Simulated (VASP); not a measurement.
# GaGe3 (Pm-3m) in VASP: relaxation of cell and atoms with PBE

Aim: the relaxation of cell and atoms of GaGe3 with PBE.

All numbers are computed with VASP 6.6.1; they aren't measurements. Logs are shortened: lines on timing, memory, paths and dates and some standing lists are left out, and cuts for length are marked.

### Step 1. The cell of the first run

Symmetry: Pm-3m, No. 221, cubic system. Conventional cell: a = 4.278 Å, b = 4.278 Å, c = 4.278 Å, α = 90.00°, β = 90.00°, γ = 90.00°. Within 4.0 Å of Ga (site symmetry m-3m) lie 12 Ge at 3.03 Å. Within 4.0 Å of Ge (site symmetry 4/mmm) lie 4 Ga at 3.03 Å and 8 Ge at 3.03 Å.

### Step 2. Relaxation of cell and atoms, PBE

The input, INCAR:

```
  ALGO = Normal
  EDIFF = 1E-6
  EDIFFG = -0.01
  ENCUT = 600
  GGA = PE
  IBRION = 2
  ISIF = 3
  ISMEAR = -1
  LASPH = True
  LCHARG = False
  LREAL = False
  LWAVE = False
  NELM = 60
  NSW = 80
  PREC = Accurate
  SIGMA = 0.1
```

The input, KPOINTS:

```
k-points
0
Gamma
  10 10 10
```

The input, POSCAR:

```
GaGe3
1.0
    4.2784660000      0.0000000000      0.0000000000
    0.0000000000      4.2784660000      0.0000000000
    0.0000000000      0.0000000000      4.2784660000
Ga Ge
1 3
Direct
    0.0000000000      0.0000000000      0.0000000000
    0.0000000000      0.5000000000      0.5000000000
    0.5000000000      0.0000000000      0.5000000000
    0.5000000000      0.5000000000      0.0000000000
```

Potentials or basis: VASP PAW PBE potentials, release 64 (Ga_d, Ge_d).

On the command line:

```console
> cat potpaw_PBE.64/Ga_d/POTCAR potpaw_PBE.64/Ge_d/POTCAR > POTCAR
> mpirun -np 1 vasp_std > vasp.out
```

OUTCAR:

```text
EDIFF = 1E-6
   EDIFFG = -0.01
   ENCUT = 600
   GGA = PE
   IBRION = 2
   ISIF = 3
   ISMEAR = -1
   LASPH = True
   LREAL = False
   NELM = 60
   NSW = 80
   PREC = Accurate

 ion  position               nearest neighbor table
   1  0.000  0.000  0.000-
   2  0.000  0.500  0.500-
   3  0.500  0.000  0.500-
   4  0.500  0.500  0.000-

  LATTYP: Found a simple cubic cell.
 ALAT       =     4.2784660000

  Lattice vectors:

 A1 = (   4.2784660000,   0.0000000000,   0.0000000000)
 A2 = (   0.0000000000,   4.2784660000,   0.0000000000)
 A3 = (   0.0000000000,   0.0000000000,   4.2784660000)

Analysis of symmetry for initial positions (statically):
=====================================================================
 Subroutine PRICEL returns:
 Original cell was already a primitive cell.

 Routine SETGRP: Setting up the symmetry group for a
 simple cubic supercell.

 Subroutine GETGRP returns: Found 48 space group operations
 (whereof 48 operations were pure point group operations)
 out of a pool of 48 trial point group operations.

The static configuration has the point symmetry O_h .

Analysis of symmetry for dynamics (positions and initial velocities):
=====================================================================
 Subroutine PRICEL returns:
 Original cell was already a primitive cell.

 Routine SETGRP: Setting up the symmetry group for a
 simple cubic supercell.

 Subroutine GETGRP returns: Found 48 space group operations
 (whereof 48 operations were pure point group operations)
 out of a pool of 48 trial point group operations.

The dynamic configuration has the point symmetry O_h .

 Subroutine INISYM returns: Found 48 space group operations
 (whereof 48 operations are pure point group operations),
 and found     1 'primitive' translations

----------------------------------------------------------------------------------------

                                     Primitive cell

  volume of cell :      78.3185

  direct lattice vectors                    reciprocal lattice vectors
     4.278466000  0.000000000  0.000000000     0.233728631  0.000000000  0.000000000
     0.000000000  4.278466000  0.000000000     0.000000000  0.233728631  0.000000000
     0.000000000  0.000000000  4.278466000     0.000000000  0.000000000  0.233728631

  length of vectors
     4.278466000  4.278466000  4.278466000     0.233728631  0.233728631  0.233728631

  position of ions in fractional coordinates (direct lattice)
     0.000000000  0.000000000  0.000000000
     0.000000000  0.500000000  0.500000000
     0.500000000  0.000000000  0.500000000
     0.500000000  0.500000000  0.000000000

  ion indices of the primitive-cell ions
   primitive index   ion index
                 1           1
                 2           2
                 3           3
                 4           4

----------------------------------------------------------------------------------------

 KPOINTS: k-points

Automatic generation of k-mesh.
 Grid dimensions read from file:
 generate k-points for:   10   10   10

 Generating k-lattice:

  Cartesian coordinates                     Fractional coordinates (reciprocal lattice)
     0.023372863  0.000000000  0.000000000     0.100000000  0.000000000  0.000000000
     0.000000000  0.023372863  0.000000000     0.000000000  0.100000000  0.000000000
     0.000000000  0.000000000  0.023372863     0.000000000  0.000000000  0.100000000

  Length of vectors
     0.023372863  0.023372863  0.023372863

  Shift w.r.t. Gamma in fractional coordinates (k-lattice)
     0.000000000  0.000000000  0.000000000

 Subroutine IBZKPT returns following result:
 ===========================================

 Found     56 irreducible k-points:

 Following reciprocal coordinates:
            Coordinates               Weight
  0.000000  0.000000  0.000000      1.000000
  0.100000  0.000000  0.000000      6.000000
  0.200000  0.000000  0.000000      6.000000
  0.300000  0.000000  0.000000      6.000000
  0.400000  0.000000  0.000000      6.000000
  0.500000  0.000000  0.000000      3.000000
[... 16 lines left out ...]
  0.200000  0.100000  0.100000     24.000000
  0.300000  0.100000  0.100000     24.000000
 [... further k-points ...]
   k-points           NKPTS =     56   k-points in BZ     NKDIM =     56   number of bands    NBANDS=     33
   number of dos      NEDOS =    301   number of ions     NIONS =      4
   total plane-waves  NPLWV =  46656
   dimension x,y,z NGX =    36 NGY =   36 NGZ =   36
   dimension x,y,z NGXF=    72 NGYF=   72 NGZF=   72
   ions per type =               1   3
   NGX,Y,Z   is equivalent  to a cutoff of  13.99, 13.99, 13.99 a.u.
   NGXF,Y,Z  is equivalent  to a cutoff of  27.98, 27.98, 27.98 a.u.
 SYSTEM =  unknown system
   PREC   = accura    normal or accurate (medium, high low for compatibility)
   ISTART =      0    job   : 0-new  1-cont  2-samecut
   ICHARG =      2    charge: 1-file 2-atom 10-const
   ISPIN  =      1    spin polarized calculation?
   LNONCOLLINEAR =      F non collinear calculations
   LSORBIT =      F    spin-orbit coupling
   LASPH  =      T    aspherical Exc in radial PAW
   ENCUT  =  600.0 eV  44.10 Ry    6.64 a.u.   8.55  8.55  8.55*2*pi/ulx,y,z
   NELM   =     60;   NELMIN=  2; NELMDL= -5     # of ELM steps
   EDIFF  = 0.1E-05   stopping-criterion for ELM
   LREAL  =      F    real-space projection
   EDIFFG = -.1E-01   stopping-criterion for IOM
   NSW    =     80    number of steps for IOM
   IBRION =      2    ionic relax: 0-MD 1-quasi-New 2-CG
   NFREE  =      1    steps in history (QN), initial steepest desc. (CG)
   ISIF   =      3    stress and relaxation
   ISYM   =      2    0-nonsym 1-usesym 2-fastsym
   POTIM  = 0.5000    time-step for ionic-motion
   TEBEG  =    0.0;   TEEND  =   0.0 temperature during run
   PSTRESS=    0.0 pullay stress
   NELECT =      55.0000    total number of electrons
   NUPDOWN=      -1.0000    fix difference up-down
   EMIN   =  10.00;   EMAX   =-10.00  energy-range for DOS
   EFERMI =   0.00;   METHOD = LEGACY
   ISMEAR =    -1;   SIGMA  =   0.10  broadening in eV -4-tet -1-fermi 0-gaus
   EFERMI_NEDOS =   21; number of points for ismear=-14 and -15
   IALGO  =     38    algorithm
   IMIX   =      4    mixing-type and parameters
     AMIX     =   0.40;   BMIX     =  1.00
     AMIX_MAG =   1.60;   BMIX_MAG =  1.00
  volume/ion in A,a.u.               =      19.58       132.13
  Fermi-wavevector in a.u.,A,eV,Ry     =   1.455150  2.749834 28.809797  2.117460
  Thomas-Fermi vector in A             =   2.572218
   LORBIT       =      0    0 simple, 1 ext, 2 COOP (PROOUT), +10 PAW based schemes
   GGA     = PE    functional components
   LHFCALC =     F    Hartree Fock is set to
   AEXX    =    0.0000 exact exchange contribution
   IVDW    =     0    specifies the selected vdW correction
   LEPSILON=     F    determine dielectric tensor
   LRPA    =     F    only Hartree local field effects (RPA)
 conjugate gradient relaxation of ions
 non-spin polarized calculation
  energy-cutoff  :      600.00
  volume of cell :       78.32
 maximum number of plane-waves:      2634
 NGX is ok and might be reduce to    36
   NGX = 17   NGY = 17   NGZ = 17

--------------------------------------- Ionic step        1  -------------------------------------------

 number of electron      54.9999959 magnetization

 Free energy of the ion-electron system (eV)
  ---------------------------------------------------
  ext. energy  EPLUGINS =         0.00000000
  ---------------------------------------------------
  free energy    TOTEN  =       -15.50125733 eV

  energy without entropy =      -15.44966670  energy(sigma->0) =      -15.47546202

------------------------ aborting loop because EDIFF is reached ----------------------------------------

  FORCE on cell =-STRESS in cart. coord.  units (eV):
  Direction    XX          YY          ZZ          XY          YZ          ZX
  --------------------------------------------------------------------------------------
  -------------------------------------------------------------------------------------
  Total       -0.2093267     -0.2093267     -0.2093267     -0.0000000     -0.0000000     -0.0000000
  in kB       -4.2822403     -4.2822403     -4.2822403     -0.0000000     -0.0000000     -0.0000000
  external PRESSURE =      -4.2822403 kB  Pullay stress =       0.0000000 kB

 VOLUME and BASIS-vectors are now :
 -----------------------------------------------------------------------------
  energy-cutoff  :      600.00
  volume of cell :       78.32
      direct lattice vectors                 reciprocal lattice vectors
     4.278466000  0.000000000  0.000000000     0.233728631  0.000000000  0.000000000
     0.000000000  4.278466000  0.000000000     0.000000000  0.233728631  0.000000000
     0.000000000  0.000000000  4.278466000     0.000000000  0.000000000  0.233728631

 POSITION                                       TOTAL-FORCE (eV/Angst)
 -----------------------------------------------------------------------------------
      0.00000      0.00000      0.00000         0.000000      0.000000      0.000000
      0.00000      2.13923      2.13923         0.000000      0.000000      0.000000
      2.13923      0.00000      2.13923         0.000000      0.000000      0.000000
      2.13923      2.13923      0.00000         0.000000      0.000000      0.000000
 -----------------------------------------------------------------------------------
    total drift:                                0.000000      0.000000      0.000000

  FREE ENERGIE OF THE ION-ELECTRON SYSTEM (eV)
  ---------------------------------------------------
  free  energy   TOTEN  =       -15.5012573332 eV

  energy  without entropy=      -15.4496667027  energy(sigma->0) =      -15.47546202

--------------------------------------- Ionic step        2  -------------------------------------------

 number of electron      54.9999949 magnetization

 Free energy of the ion-electron system (eV)
  ---------------------------------------------------
  ext. energy  EPLUGINS =         0.00000000
  ---------------------------------------------------
  free energy    TOTEN  =       -15.50216978 eV

  energy without entropy =      -15.45078932  energy(sigma->0) =      -15.47647955

 E-fermi :   6.2377     XC(G=0): -11.0817

 val. band max:        6.1660307901   @ k =   0.5000   0.0000   0.0000
 cond. band min:       6.2450725589   @ k =   0.5000   0.4000   0.1000
 fundamental gap:      0.0790417688
 Fermi energy:         6.2377209724

 k-point     1 :       0.0000    0.0000    0.0000
  band No.  band energies     occupation
      1     -18.5778      2.00000
      2     -18.5778      2.00000
      3     -18.5778      2.00000
      4     -18.5657      2.00000
      5     -18.5374      2.00000
      6     -18.5374      2.00000
[... 25 lines left out ...]
     32       9.7684      0.00000
     33       9.7684      0.00000

 k-point     2 :       0.1000    0.0000    0.0000
  band No.  band energies     occupation
      1     -18.5773      2.00000
      2     -18.5749      2.00000
      3     -18.5749      2.00000
      4     -18.5637      2.00000
      5     -18.5371      2.00000
      6     -18.5357      2.00000
[... 25 lines left out ...]
     32       9.6038      0.00000
     33       9.6038      0.00000
[... 754 lines left out ...]
     32       9.4464      0.00000
     33       9.9173      0.00000

 k-point    24 :       0.3000    0.1000    0.1000
  band No.  band energies     occupation
      1     -18.5695      2.00000
      2     -18.5550      2.00000
      3     -18.5525      2.00000
      4     -18.5444      2.00000
      5     -18.5324      2.00000
      6     -18.5215      2.00000
[... 25 lines left out ...]
     32       8.8797      0.00000
     33      10.2311      0.00000

 [... further k-points ...]
[... 5 lines left out ...]
  --------------------------------------------------------------------------------------
  -------------------------------------------------------------------------------------
  Total       -0.0192566     -0.0192566     -0.0192566      0.0000000     -0.0000000      0.0000000
  in kB       -0.3969350     -0.3969350     -0.3969350      0.0000000     -0.0000000      0.0000000
  external PRESSURE =      -0.3969350 kB  Pullay stress =       0.0000000 kB

 VOLUME and BASIS-vectors are now :
 -----------------------------------------------------------------------------
  energy-cutoff  :      600.00
  volume of cell :       77.73
      direct lattice vectors                 reciprocal lattice vectors
     4.267664502 -0.000000000 -0.000000000     0.234320200  0.000000000  0.000000000
    -0.000000000  4.267664502 -0.000000000     0.000000000  0.234320200  0.000000000
    -0.000000000 -0.000000000  4.267664502     0.000000000  0.000000000  0.234320200

 POSITION                                       TOTAL-FORCE (eV/Angst)
 -----------------------------------------------------------------------------------
      0.00000      0.00000      0.00000         0.000000      0.000000      0.000000
     -0.00000      2.13383      2.13383        -0.000000     -0.000000      0.000000
      2.13383     -0.00000      2.13383         0.000000     -0.000000      0.000000
      2.13383      2.13383     -0.00000         0.000000      0.000000      0.000000
 -----------------------------------------------------------------------------------
    total drift:                                0.000000      0.000000      0.000000

  FREE ENERGIE OF THE ION-ELECTRON SYSTEM (eV)
  ---------------------------------------------------
  free  energy   TOTEN  =       -15.5021697778 eV

  energy  without entropy=      -15.4507893231  energy(sigma->0) =      -15.47647955

 reached required accuracy - stopping structural energy minimisation
```

It took 89 s on 1 thread of Intel Xeon Platinum 8481C at 2.70GHz (Sapphire Rapids), shared host; peak memory 0.31 GiB.

Results:

```yaml
Free_energy: -15.5022 eV
Relaxed_volume: 19.43 Å³/atom
Relaxed_cell: a = 4.268 Å, b = 4.268 Å, c = 4.268 Å, α = 90.00°, β = 90.00°, γ = 90.00°
Space_group_after_relaxing_to_0.05_Å: Pm-3m (No. 221)
Energy_gained_by_relaxing: 0.2 meV/atom
Ionic_steps: 2
Pressure_after_relaxing: 0.0 GPa
```

Step by step:
```tsv
step	energy change (eV)	largest force (eV/Å)	pressure (GPa)	volume (Å³)
1	0.0000	0.0000	-0.43	78.32
2	-0.0009	0.0000	-0.04	77.73
```

Final structure:
```yaml
crystal:
  lattice:
    - [4.26766, 0.00000, 0.00000]
    - [0.00000, 4.26766, 0.00000]
    - [0.00000, 0.00000, 4.26766]
  atoms:
    - { symbol: Ga, position: [0.00000, 0.00000, 0.00000] }
    - { symbol: Ge, position: [0.00000, 0.50000, 0.50000] }
    - { symbol: Ge, position: [0.50000, 0.00000, 0.50000] }
    - { symbol: Ge, position: [0.50000, 0.50000, 0.00000] }
```
